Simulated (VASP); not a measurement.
# SnSe (Fm-3m) in VASP: further runs, part 2 of 2

VASP 6.6.1. Earlier steps stand in the parts before.

## (3) Relaxation of cell and atoms, PBEsol, target pressure 18 GPa, at which the enthalpy is minimised

This run uses another cell than the first one, of 23.77 Å³/atom, 1.110 times its volume.

The input, INCAR:

```
PREC = Accurate ; ENCUT = 600
EDIFF = 1E-7 ; ISMEAR = 0
SIGMA = 0.01 ; LREAL = False
LASPH = True ; NELM = 100
ALGO = Normal ; ISIF = 3
LWAVE = False ; LCHARG = False
GGA = PS ; IBRION = 2
NSW = 80 ; EDIFFG = -0.001
PSTRESS = 180.0
```

The input, KPOINTS:

```
Automatic mesh
0
Gamma
  8 8 8
```

The input, POSCAR:

```
SnSe
1.0
    0.0000000000      2.8751963372      2.8751963372
    2.8751963372      0.0000000000      2.8751963372
    2.8751963372      2.8751963372      0.0000000000
Sn Se
1 1
Direct
    0.0000000000      0.0000000000      0.0000000000
    0.5000000000      0.5000000000      0.5000000000
```

Potentials or basis: VASP PAW PBE potentials, release 64 (Sn_d, Se).

The run is started by

```bash
> cat potpaw_PBE.64/Sn_d/POTCAR potpaw_PBE.64/Se/POTCAR > POTCAR
> mpirun -np 1 vasp_std > vasp.out
```

OUTCAR:

```text
PREC = Accurate
   ENCUT = 600
   EDIFF = 1E-7
   ISMEAR = 0
   LREAL = False
   LASPH = True
   NELM = 100
   ISIF = 3
   GGA = PS
   IBRION = 2
   NSW = 80
   EDIFFG = -0.001
   PSTRESS = 180.0

 ion  position               nearest neighbor table
   1  0.000  0.000  0.000-   2 2.88   2 2.88   2 2.88   2 2.88   2 2.88   2 2.88
   2  0.500  0.500  0.500-   1 2.88   1 2.88   1 2.88   1 2.88   1 2.88   1 2.88

  LATTYP: Found a face centered cubic cell.
 ALAT       =     5.7503926744

  Lattice vectors:

 A1 = (   0.0000000000,   2.8751963372,   2.8751963372)
 A2 = (   2.8751963372,   0.0000000000,   2.8751963372)
 A3 = (   2.8751963372,   2.8751963372,   0.0000000000)

Analysis of symmetry for initial positions (statically):
=====================================================================
 Subroutine PRICEL returns:
 Original cell was already a primitive cell.

 Routine SETGRP: Setting up the symmetry group for a
 face centered cubic supercell.

 Subroutine GETGRP returns: Found 48 space group operations
[... 9 lines left out ...]

 Routine SETGRP: Setting up the symmetry group for a
 face centered cubic supercell.
[... 161 lines left out ...]
  -------------------------------------------------------------------------------------
  Total        2.0981701      2.0981701      2.0981701      0.0000000     -0.0000000     -0.0000000
  in kB       70.7161741     70.7161741     70.7161741      0.0000000     -0.0000000     -0.0000000
  external PRESSURE =    -109.2838259 kB  Pullay stress =     180.0000000 kB
[... 25 lines left out ...]
--------------------------------------- Ionic step        2  -------------------------------------------

 number of electron      19.9999998 magnetization

 E-fermi :  11.2545     XC(G=0): -11.6081

 val. band max:       11.2224216978   @ k =  -0.2500   0.1250   0.0000
 cond. band min:      11.2848401432   @ k =   0.5000   0.0000   0.0000
 fundamental gap:      0.0624184454
 Fermi energy:        11.2544712417

 k-point     1 :       0.0000    0.0000    0.0000
  band No.  band energies     occupation
      1     -11.2936      2.00000
      2     -11.2936      2.00000
      3     -11.2653      2.00000
      4     -11.2653      2.00000
      5     -11.2653      2.00000
      6      -6.6670      2.00000
      7       7.1172      2.00000
      8       7.1172      2.00000
      9       7.1172      2.00000
     10       7.1927      2.00000
     11      15.7989      0.00000
     12      15.7990      0.00000
     13      15.8081      0.00000
     14      16.3435      0.00000
[... 580 lines left out ...]
--------------------------------------- Ionic step        7  -------------------------------------------

 number of electron      19.9999997 magnetization

 Free energy of the ion-electron system (eV)
  ---------------------------------------------------
  ext. energy  EPLUGINS =         0.00000000
  ---------------------------------------------------
  free energy    TOTEN  =        -8.53101113 eV

  energy without entropy =       -8.53101113  energy(sigma->0) =       -8.53101113

 E-fermi :   8.8866     XC(G=0): -10.9045

 val. band max:        8.8302504042   @ k =  -0.2500   0.1250   0.0000
 cond. band min:       9.2988464979   @ k =  -0.3750   0.1250   0.0000
 fundamental gap:      0.4685960937
 Fermi energy:         8.8866212686

 k-point     1 :       0.0000    0.0000    0.0000
  band No.  band energies     occupation
      1     -13.1524      2.00000
      2     -13.1524      2.00000
      3     -13.1381      2.00000
      4     -13.1381      2.00000
      5     -13.1381      2.00000
      6      -7.3530      2.00000
      7       4.3008      2.00000
      8       5.5141      2.00000
      9       5.5141      2.00000
     10       5.5141      2.00000
     11      13.6634      0.00000
     12      13.6634      0.00000
     13      13.6634      0.00000
     14      13.9220      0.00000
[... 424 lines left out ...]
  energy  without entropy=       -8.5310111303  energy(sigma->0) =       -8.53101113

  enthalpy is  TOTEN    =        -3.7147620388 eV   P V=        4.8162490915

 reached required accuracy - stopping structural energy minimisation
```

Run time: 40 s. Hardware: 1 thread of Intel Xeon 6975P-C (Granite Rapids), shared host; peak memory 0.21 GiB.

Results:

```
Free energy                                            : -8.5310 eV
Relaxed volume                                         : 21.43 Å³/atom
Relaxed cell                                           : a = 3.928 Å, b = 3.928 Å, c = 3.928 Å, α = 60.00°, β = 60.00°, γ = 60.00°
Space group after relaxing (to 0.05 Å)                 : Fm-3m (No. 225)
Energy change on relaxing (the enthalpy is what falls) : +176.2 meV/atom
Ionic steps                                            : 7
Pressure after relaxing                                : 18.0 GPa
Band gap on the k mesh                                 : 0.47 eV, indirect (least direct gap 0.50 eV)
```

Step by step:
| step | energy change (eV) | largest force (eV/Å) | pressure (GPa) | volume (Å³) |
| --- | --- | --- | --- | --- |
| 1 | 0.0000 | 0.0000 | 7.07 | 47.54 |
| 2 | 1.3425 | 0.0000 | 40.52 | 37.23 |
| 3 | 0.3355 | 0.0000 | 17.56 | 43.02 |
| 4 | 0.3505 | 0.0000 | 17.96 | 42.89 |
| 5 | 0.3606 | 0.0000 | 18.22 | 42.80 |
| 6 | 0.3424 | 0.0000 | 17.74 | 42.96 |
| 7 | 0.3524 | 0.0000 | 18.01 | 42.87 |

Final structure:
```
Sn Se
1.0
     0.00000    2.77783    2.77783
     2.77783    0.00000    2.77783
     2.77783    2.77783    0.00000
Sn Se
1 1
Direct
  0.00000 0.00000 0.00000
  0.50000 0.50000 0.50000
```

Caveat: the cell is relaxed towards a set pressure, so the enthalpy falls and the energy may rise; the PAW data sets were made with another functional, which shifts forces and pressure a little; spin-orbit coupling is left out, which moves the levels of the heavy elements.

## (4) Single point, PBEsol

The input, INCAR:

```
SYSTEM = SnSe
  ALGO = Normal
  EDIFF = 1E-6
  ENCUT = 500
  GGA = PS
  GGA_COMPAT = .FALSE.
  ISIF = 2
  ISMEAR = 0
  LASPH = .TRUE.
  LCHARG = .FALSE.
  LREAL = .FALSE.
  LWAVE = .FALSE.
  NBANDS = 17
  NELM = 120
  PREC = Accurate
  SIGMA = 0.01
```

The input, KPOINTS:

```
k-points
0
G
  8 8 8
  0 0 0
```

The input, POSCAR:

```
SnSe
1.0
    0.0000000000      2.7766534866      2.7766534866
    2.7766534866      0.0000000000      2.7766534866
    2.7766534866      2.7766534866      0.0000000000
Sn Se
1 1
Direct
    0.0000000000      0.0000000000      0.0000000000
    0.5000000000      0.5000000000      0.5000000000
```

The run is started by

```bash
> cat potpaw_PBE.64/Sn_d/POTCAR potpaw_PBE.64/Se/POTCAR > POTCAR
> mpirun -np 1 vasp_std > vasp.out
```

Wall time 10 s (1 thread of Intel Xeon 6975P-C (Granite Rapids), shared host); peak memory 0.17 GiB.

The run converged. Its results:

```yaml
Free_energy: -8.5241 eV
Pressure: 18.1 GPa
Band_gap_on_the_k_mesh: 0.47 eV, indirect (least direct gap 0.49 eV)
```

Levels at points of the mesh, in eV from the valence-band top:
```csv
k point,band 7,band 8,band 9,band 10,band 11,band 12,band 13,band 14
"(0.00, 0.00, 0.00)",-4.53,-3.32,-3.32,-3.32,4.83,4.83,4.83,5.09
"(0.50, 0.00, 0.00)",-9.98,-2.99,-2.99,-0.68,0.58,0.58,1.25,8.47
"(0.50, 0.50, 0.00)",-7.77,-6.54,-5.31,-5.31,1.62,6.41,6.41,7.22
```

Caveat: the PAW data sets were made with another functional, which shifts forces and pressure a little; spin-orbit coupling is left out, which moves the levels of the heavy elements.

## (5) Single point, PBEsol

This run uses another cell than the first one, of 23.77 Å³/atom, 1.110 times its volume.

The input, INCAR:

```
SYSTEM = SnSe
PREC = Accurate
ENCUT = 500
EDIFF = 1E-6
ISMEAR = 0
SIGMA = 0.01
LREAL = .False.
LASPH = .True.
NELM = 120
ALGO = Normal
ISIF = 2
LWAVE = .False.
LCHARG = .False.
GGA = PS
NBANDS = 17
GGA_COMPAT = .False.
```

The input, KPOINTS:

```
Automatic mesh
0
Gamma
  8 8 8
  0 0 0
```

The input, POSCAR:

```
SnSe
1.0
    0.0000000000      2.8751963372      2.8751963372
    2.8751963372      0.0000000000      2.8751963372
    2.8751963372      2.8751963372      0.0000000000
Sn Se
1 1
Direct
    0.0000000000      0.0000000000      0.0000000000
    0.5000000000      0.5000000000      0.5000000000
```

The run is started by

```bash
> cat potpaw_PBE.64/Sn_d/POTCAR potpaw_PBE.64/Se/POTCAR > POTCAR
> mpirun -np 1 vasp_std > vasp.out
```

Run time: 11 s. Hardware: 1 thread of Intel Xeon 6975P-C (Granite Rapids), shared host; peak memory 0.17 GiB.

It converged, with:

- Free energy: -8.8829 eV
- Pressure: 7.0 GPa
- Band gap on the k mesh: 0.64 eV, indirect (least direct gap 0.81 eV)

Levels at points of the mesh, in eV from the valence-band top:
| k point | band 8 | band 9 | band 10 | band 11 | band 12 | band 13 |
| --- | --- | --- | --- | --- | --- | --- |
| (0.00, 0.00, 0.00) | -2.68 | -2.68 | -2.68 | 4.73 | 4.73 | 4.73 |
| (0.50, 0.00, 0.00) | -2.39 | -2.39 | -0.27 | 1.02 | 1.02 | 1.05 |
| (0.50, 0.50, 0.00) | -6.17 | -4.42 | -4.42 | 2.35 | 6.05 | 6.05 |

Caveat: the PAW data sets were made with another functional, which shifts forces and pressure a little; spin-orbit coupling is left out, which moves the levels of the heavy elements. A k mesh can miss the band edges.

## (6) Single point, PBEsol (volume scaled by 0.98)

The input, INCAR:

```
PREC = Accurate
ENCUT = 500
EDIFF = 1E-6
ISMEAR = 0
SIGMA = 0.01
LREAL = False
LASPH = True
NELM = 120
ALGO = Normal
ISIF = 2
LWAVE = False
LCHARG = True
GGA = PS
LELF = True
LVHAR = True
NBANDS = 17
GGA_COMPAT = False
```

The input, KPOINTS:

```
Automatic mesh
0
Gamma
  8 8 8
```

The input, POSCAR:

```
SnSe
1.0
    0.0000000000      2.9528026911      2.9528026911
    2.9528026911      0.0000000000      2.9528026911
    2.9528026911      2.9528026911      0.0000000000
Sn Se
1 1
Direct
    0.0000000000      0.0000000000      0.0000000000
    0.5000000000      0.5000000000      0.5000000000
```

Potentials or basis: VASP PAW PBE potentials, release 64 (Sn_d, Se).

The run is started by

```bash
> cat potpaw_PBE.64/Sn_d/POTCAR potpaw_PBE.64/Se/POTCAR > POTCAR
> mpirun -np 1 vasp_std > vasp.out
```

It took 12 s on 1 thread of Intel Xeon 6975P-C (Granite Rapids), shared host; peak memory 0.18 GiB.

It converged, with:

```
Free energy            : -8.9813 eV
Pressure               : 1.2 GPa
Band gap on the k mesh : 0.77 eV, indirect (least direct gap 0.92 eV)
```

Levels at points of the mesh, in eV from the valence-band top:
```csv
k point,band 8,band 9,band 10,band 11,band 12,band 13
"(0.00, 0.00, 0.00)",-2.23,-2.23,-2.23,4.62,4.62,4.62
"(0.50, 0.00, 0.00)",-1.97,-1.97,-0.01,0.91,1.29,1.29
"(0.50, 0.50, 0.00)",-5.79,-3.81,-3.81,2.84,5.77,5.77
```

Caveat: the cell differs from its parent crystal (volume scaled by 0.98); the PAW data sets were made with another functional, which shifts forces and pressure a little; spin-orbit coupling is left out, which moves the levels of the heavy elements. A k mesh can miss the band edges.

## (7) Overview

```csv
task,cell,cutoff (eV),gap on the mesh (eV),pressure (GPa)
single point,"a = 3.927 Å, angles 60.0°, 2 atoms",520,0.47,18.1
relaxation of cell and atoms,"relaxed to 18 GPa from a = 4.066 Å, angles 60.0°, 2 atoms",600,0.47,18.0
single point,"a = 3.927 Å, angles 60.0°, 2 atoms",500,0.47,18.1
single point,"a = 4.066 Å, angles 60.0°, 2 atoms",500,0.64,7.0
single point,"a = 4.176 Å, angles 60.0°, 2 atoms",500,0.77,1.2
```

Alike in all rows: level PBEsol; potentials or basis VASP PAW PBE potentials, release 64 (Sn_d, Se); no spin polarisation; k mesh 8 × 8 × 8; smearing gaussian 0.01 eV.

Caveats: the PAW data sets were made with another functional, which shifts forces and pressure a little; spin-orbit coupling is left out, which moves the levels of the heavy elements; the cell is relaxed towards a set pressure, so the enthalpy falls and the energy may rise (some runs).

Total energies depend on the potentials used, so only differences within one code and one set of settings carry meaning.
